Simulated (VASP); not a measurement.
# Cu (Fm-3m) in VASP: further runs

Runs on Cu. Level: PBE. Tasks: single point.

Everything below comes from runs of VASP 6.6.1. Logs are shortened: lines on timing, memory, paths and dates and some standing lists are left out, and cuts for length are marked.

## (1) The cell of the first run

It takes space group Fm-3m (No. 225, cubic). The conventional cell has a = 3.650 Å, b = 3.650 Å, c = 3.650 Å, α = 90.00°, β = 90.00°, γ = 90.00°. Within 3.4 Å of Cu (site symmetry m-3m) lie 12 Cu at 2.58 Å.

## (2) Single point, PBE

File INCAR:

```
SYSTEM = Cu
ALGO = Normal
EDIFF = 1E-7
ENCUT = 520
GGA = PE
ISIF = 2
ISMEAR = 0
LASPH = .True.
LCHARG = .False.
LREAL = .False.
LWAVE = .False.
NBANDS = 12
NELM = 80
PREC = Accurate
SIGMA = 0.1
```

File KPOINTS:

```
k-points
0
Gamma
  8 8 8
  0 0 0
```

File POSCAR:

```
Cu
1.0
    0.0000000000      1.8250000000      1.8250000000
    1.8250000000      0.0000000000      1.8250000000
    1.8250000000      1.8250000000      0.0000000000
Cu
1
Direct
    0.0000000000      0.0000000000      0.0000000000
```

Potentials or basis: VASP PAW PBE potentials, release 64 (Cu).

The run is started by

```sh
> cat potpaw_PBE.64/Cu/POTCAR > POTCAR
> mpirun -np 1 vasp_std > vasp.out
```

OUTCAR:

```text
SYSTEM = Cu
   EDIFF = 1E-7
   ENCUT = 520
   GGA = PE
   ISIF = 2
   ISMEAR = 0
   LASPH = .True.
   LREAL = .False.
   NELM = 80
   PREC = Accurate

 ion  position               nearest neighbor table
   1  0.000  0.000  0.000-

  LATTYP: Found a face centered cubic cell.
 ALAT       =     3.6500000000

  Lattice vectors:

 A1 = (   0.0000000000,   1.8250000000,   1.8250000000)
 A2 = (   1.8250000000,   0.0000000000,   1.8250000000)
 A3 = (   1.8250000000,   1.8250000000,   0.0000000000)

Analysis of symmetry for initial positions (statically):
=====================================================================
 Subroutine PRICEL returns:
 Original cell was already a primitive cell.

 Routine SETGRP: Setting up the symmetry group for a
 face centered cubic supercell.

 Subroutine GETGRP returns: Found 48 space group operations
 (whereof 48 operations were pure point group operations)
 out of a pool of 48 trial point group operations.

The static configuration has the point symmetry O_h .

Analysis of symmetry for dynamics (positions and initial velocities):
=====================================================================
 Subroutine PRICEL returns:
 Original cell was already a primitive cell.

 Routine SETGRP: Setting up the symmetry group for a
 face centered cubic supercell.

 Subroutine GETGRP returns: Found 48 space group operations
 (whereof 48 operations were pure point group operations)
 out of a pool of 48 trial point group operations.

The dynamic configuration has the point symmetry O_h .

 Subroutine INISYM returns: Found 48 space group operations
 (whereof 48 operations are pure point group operations),
 and found     1 'primitive' translations

----------------------------------------------------------------------------------------

                                     Primitive cell

  volume of cell :      12.1568

  direct lattice vectors                    reciprocal lattice vectors
     0.000000000  1.825000000  1.825000000    -0.273972603  0.273972603  0.273972603
     1.825000000  0.000000000  1.825000000     0.273972603 -0.273972603  0.273972603
     1.825000000  1.825000000  0.000000000     0.273972603  0.273972603 -0.273972603

  length of vectors
     2.580939751  2.580939751  2.580939751     0.474534468  0.474534468  0.474534468

  position of ions in fractional coordinates (direct lattice)
     0.000000000  0.000000000  0.000000000

  ion indices of the primitive-cell ions
   primitive index   ion index
                 1           1

----------------------------------------------------------------------------------------

 KPOINTS: k-points

Automatic generation of k-mesh.
 Grid dimensions read from file:
 generate k-points for:    8    8    8

 Generating k-lattice:

  Cartesian coordinates                     Fractional coordinates (reciprocal lattice)
    -0.034246575  0.034246575  0.034246575     0.125000000  0.000000000  0.000000000
     0.034246575 -0.034246575  0.034246575     0.000000000  0.125000000  0.000000000
     0.034246575  0.034246575 -0.034246575     0.000000000  0.000000000  0.125000000

  Length of vectors
     0.059316808  0.059316808  0.059316808

  Shift w.r.t. Gamma in fractional coordinates (k-lattice)
     0.000000000  0.000000000  0.000000000

 Subroutine IBZKPT returns following result:
 ===========================================

 Found     29 irreducible k-points:

 Following reciprocal coordinates:
            Coordinates               Weight
  0.000000  0.000000  0.000000      1.000000
  0.125000  0.000000  0.000000      8.000000
  0.250000  0.000000  0.000000      8.000000
  0.375000  0.000000  0.000000      8.000000
  0.500000  0.000000  0.000000      4.000000
  0.125000  0.125000  0.000000      6.000000
[... 16 lines left out ...]
  0.500000  0.250000  0.125000     48.000000
 -0.375000  0.250000  0.125000     24.000000
 [... further k-points ...]
   k-points           NKPTS =     29   k-points in BZ     NKDIM =     29   number of bands    NBANDS=     12
   number of dos      NEDOS =    301   number of ions     NIONS =      1
   total plane-waves  NPLWV =   8000
   dimension x,y,z NGX =    20 NGY =   20 NGZ =   20
   dimension x,y,z NGXF=    40 NGYF=   40 NGZF=   40
   ions per type =               1
   NGX,Y,Z   is equivalent  to a cutoff of  12.88, 12.88, 12.88 a.u.
   NGXF,Y,Z  is equivalent  to a cutoff of  25.77, 25.77, 25.77 a.u.
 SYSTEM =  Cu
   PREC   = accura    normal or accurate (medium, high low for compatibility)
   ISTART =      0    job   : 0-new  1-cont  2-samecut
   ICHARG =      2    charge: 1-file 2-atom 10-const
   ISPIN  =      1    spin polarized calculation?
   LNONCOLLINEAR =      F non collinear calculations
   LSORBIT =      F    spin-orbit coupling
   LASPH  =      T    aspherical Exc in radial PAW
   ENCUT  =  520.0 eV  38.22 Ry    6.18 a.u.   4.80  4.80  4.80*2*pi/ulx,y,z
   NELM   =     80;   NELMIN=  2; NELMDL= -5     # of ELM steps
   EDIFF  = 0.1E-06   stopping-criterion for ELM
   LREAL  =      F    real-space projection
   EDIFFG = 0.1E-05   stopping-criterion for IOM
   NSW    =      0    number of steps for IOM
   IBRION =     -1    ionic relax: 0-MD 1-quasi-New 2-CG
   NFREE  =      0    steps in history (QN), initial steepest desc. (CG)
   ISIF   =      2    stress and relaxation
   ISYM   =      2    0-nonsym 1-usesym 2-fastsym
   POTIM  = 0.5000    time-step for ionic-motion
   TEBEG  =    0.0;   TEEND  =   0.0 temperature during run
   PSTRESS=    0.0 pullay stress
   NELECT =      11.0000    total number of electrons
   NUPDOWN=      -1.0000    fix difference up-down
   EMIN   =  10.00;   EMAX   =-10.00  energy-range for DOS
   EFERMI =   0.00;   METHOD = LEGACY
   ISMEAR =     0;   SIGMA  =   0.10  broadening in eV -4-tet -1-fermi 0-gaus
   EFERMI_NEDOS =   21; number of points for ismear=-14 and -15
   IALGO  =     38    algorithm
   IMIX   =      4    mixing-type and parameters
     AMIX     =   0.40;   BMIX     =  1.00
     AMIX_MAG =   1.60;   BMIX_MAG =  1.00
  volume/ion in A,a.u.               =      12.16        82.04
  Fermi-wavevector in a.u.,A,eV,Ry     =   1.583432  2.992253 34.113318  2.507258
  Thomas-Fermi vector in A             =   2.683204
   LORBIT       =      0    0 simple, 1 ext, 2 COOP (PROOUT), +10 PAW based schemes
   GGA     = PE    functional components
   LHFCALC =     F    Hartree Fock is set to
   AEXX    =    0.0000 exact exchange contribution
   IVDW    =     0    specifies the selected vdW correction
   LEPSILON=     F    determine dielectric tensor
   LRPA    =     F    only Hartree local field effects (RPA)
 non-spin polarized calculation
 Gauss-broadening in eV      SIGMA  =   0.10
  energy-cutoff  :      520.00
  volume of cell :       12.16
 maximum number of plane-waves:       342
   NGX =  9   NGY =  9   NGZ =  9

 number of electron      10.9999992 magnetization

 Free energy of the ion-electron system (eV)
  ---------------------------------------------------
  ext. energy  EPLUGINS =         0.00000000
  ---------------------------------------------------
  free energy    TOTEN  =        -3.69863834 eV

  energy without entropy =       -3.69557718  energy(sigma->0) =       -3.69710776

 E-fermi :   7.1531     XC(G=0): -12.5577

 val. band max:        7.0786372053   @ k =   0.5000   0.2500   0.1250
 cond. band min:       7.3764990950   @ k =   0.5000   0.1250   0.0000
 fundamental gap:      0.2978618897
 Fermi energy:         7.1531089803

 k-point     1 :       0.0000    0.0000    0.0000
  band No.  band energies     occupation
      1      -1.8998      2.00000
      2       4.3037      2.00000
      3       4.3037      2.00000
      4       4.3037      2.00000
      5       5.0902      2.00000
      6       5.0902      2.00000
      7      29.5955      0.00000
      8      32.0168      0.00000
      9      32.0168      0.00000
     10      32.0168      0.00000
     11      34.4914      0.00000
     12      34.4914      0.00000

 k-point     2 :       0.1250    0.0000    0.0000
  band No.  band energies     occupation
      1      -1.3480      2.00000
      2       4.1994      2.00000
      3       4.3932      2.00000
      4       4.3932      2.00000
      5       5.0627      2.00000
      6       5.0627      2.00000
      7      25.7271      0.00000
      8      30.1544      0.00000
      9      30.8244      0.00000
     10      30.8244      0.00000
     11      36.3989      0.00000
     12      36.3991      0.00000

 k-point     3 :       0.2500    0.0000    0.0000
  band No.  band energies     occupation
      1       0.1832      2.00000
      2       4.0640      2.00000
      3       4.4532      2.00000
      4       4.4532      2.00000
      5       5.1701      2.00000
      6       5.1701      2.00000
      7      19.4414      0.00000
      8      29.4415      0.00000
      9      29.6150      0.00000
     10      29.6150      0.00000
     11      35.2514      0.00000
     12      35.2514      0.00000
[... 286 lines left out ...]
 k-point    23 :       0.5000    0.2500    0.1250
  band No.  band energies     occupation
      1       2.7611      2.00000
      2       3.7489      2.00000
      3       4.0430      2.00000
      4       4.8286      2.00000
      5       5.4144      2.00000
      6       7.0786      1.70775
      7      15.0665      0.00000
      8      20.4434      0.00000
      9      23.3006      0.00000
     10      30.7079      0.00000
     11      34.1972      0.00000
     12      37.8219      0.00000

 k-point    24 :      -0.3750    0.2500    0.1250
  band No.  band energies     occupation
      1       3.0667      2.00000
      2       3.7422      2.00000
      3       4.2452      2.00000
      4       4.7309      2.00000
      5       5.5816      2.00000
      6       9.3194      0.00000
      7      11.3569      0.00000
      8      21.1832      0.00000
      9      21.4953      0.00000
     10      30.4277      0.00000
     11      34.0624      0.00000
     12      41.4560      0.00000

 [... further k-points ...]
[... 5 lines left out ...]
  --------------------------------------------------------------------------------------
  -------------------------------------------------------------------------------------
  Total       -0.0736692     -0.0736692     -0.0736692      0.0000000      0.0000000     -0.0000000
  in kB       -9.7090726     -9.7090726     -9.7090726      0.0000000      0.0000000     -0.0000000
  external PRESSURE =      -9.7090726 kB  Pullay stress =       0.0000000 kB

 VOLUME and BASIS-vectors are now :
 -----------------------------------------------------------------------------
  energy-cutoff  :      520.00
  volume of cell :       12.16
      direct lattice vectors                 reciprocal lattice vectors
     0.000000000  1.825000000  1.825000000    -0.273972603  0.273972603  0.273972603
     1.825000000  0.000000000  1.825000000     0.273972603 -0.273972603  0.273972603
     1.825000000  1.825000000  0.000000000     0.273972603  0.273972603 -0.273972603

 POSITION                                       TOTAL-FORCE (eV/Angst)
 -----------------------------------------------------------------------------------
      0.00000      0.00000      0.00000        -0.000000     -0.000000      0.000000
 -----------------------------------------------------------------------------------
    total drift:                                0.000000      0.000000      0.000000

  FREE ENERGIE OF THE ION-ELECTRON SYSTEM (eV)
  ---------------------------------------------------
  free  energy   TOTEN  =        -3.6986383374 eV

  energy  without entropy=       -3.6955771775  energy(sigma->0) =       -3.69710776
```

Run time: 2.5 s. Hardware: 1 thread of Intel Xeon 6975P-C (Granite Rapids), shared host; peak memory 0.12 GiB.

What came out:

```yaml
Free_energy: -3.6986 eV
Pressure: -1.0 GPa
```

Levels at points of the mesh, in eV from the Fermi level:
```tsv
k point	band 3	band 4	band 5	band 6	band 7	band 8	band 9	band 10
(0.00, 0.00, 0.00)	-2.85	-2.85	-2.06	-2.06	22.44	24.86	24.86	24.86
(0.50, 0.00, 0.00)	-2.88	-1.52	-1.52	-0.84	3.70	20.95	21.71	21.71
(0.50, 0.50, 0.00)	-1.54	-1.38	-1.38	1.60	7.00	12.94	12.94	17.37
```

Caveat: the k points lie up to 0.37 Å⁻¹ apart.

## (3) Single point, PBE

This run uses another cell than the first one, of 11.95 Å³/atom, 0.983 times its volume.

File INCAR:

```
SYSTEM = Cu
  PREC = Accurate
  ENCUT = 520
  EDIFF = 1E-6
  ISMEAR = 0
  SIGMA = 0.1
  LREAL = .False.
  LASPH = .True.
  NELM = 100
  ALGO = Fast
  ISIF = 2
  LWAVE = .False.
  LCHARG = .False.
  GGA = PE
  NBANDS = 12
```

File KPOINTS:

```
Automatic mesh
0
Gamma
  16 16 16
  0 0 0
```

File POSCAR:

```
Cu
1.0
    0.0000000000      1.8147129764      1.8147129764
    1.8147129764      0.0000000000      1.8147129764
    1.8147129764      1.8147129764      0.0000000000
Cu
1
Direct
    0.0000000000      0.0000000000      0.0000000000
```

Potentials or basis: VASP PAW PBE potentials, release 64 (Cu).

The run is started by

```sh
> cat potpaw_PBE.64/Cu/POTCAR > POTCAR
> mpirun -np 1 vasp_std > vasp.out
```

It took 9.1 s on 1 thread of Intel Xeon 6975P-C (Granite Rapids), shared host; peak memory 0.13 GiB.

It converged, with:

```
Free energy : -3.7288 eV
Pressure    : 0.7 GPa
```

Levels at points of the mesh, in eV from the Fermi level:
```tsv
k point	band 4	band 5	band 6	band 7	band 8	band 9
(0.00, 0.00, 0.00)	-2.95	-2.14	-2.14	22.54	25.09	25.09
(0.50, 0.00, 0.00)	-1.58	-1.58	-0.93	3.74	21.04	21.93
(0.50, 0.50, 0.00)	-1.44	-1.44	1.55	7.07	13.03	13.03
```

[end of part 1 of 2]
